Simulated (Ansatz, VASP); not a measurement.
**Pb in VASP and in Ansatz**

```
Pb
1.0
     3.70026    0.00000    0.00000
    -1.85013    3.20452    0.00000
     0.00000    0.00000    6.10125
Pb
2
Direct
  0.33333 0.66667 0.25000
  0.66667 0.33333 0.75000
```

Alike in both runs: task single point; functional BLYP; k mesh 11 × 11 × 6; occupations fermi-dirac, width 0.1 eV; no spin polarisation.

|  | VASP | Ansatz |
| --- | --- | --- |
| version | VASP 6.6.1 | Ansatz 0.2.0 |
| potentials or method | VASP PAW PBE potentials, release 64 (Pb_d), cutoff 520 eV | plane waves (420 eV) with PAW, scalar-relativistic |
| valence electrons in the cell | 28 | 28 |

```csv
,VASP,Ansatz,Ansatz less VASP
pressure (GPa),-1.2,-1.2,-0.02
```

VASP's potentials were made for PBE, not for BLYP.

Neither program's run includes spin-orbit coupling.
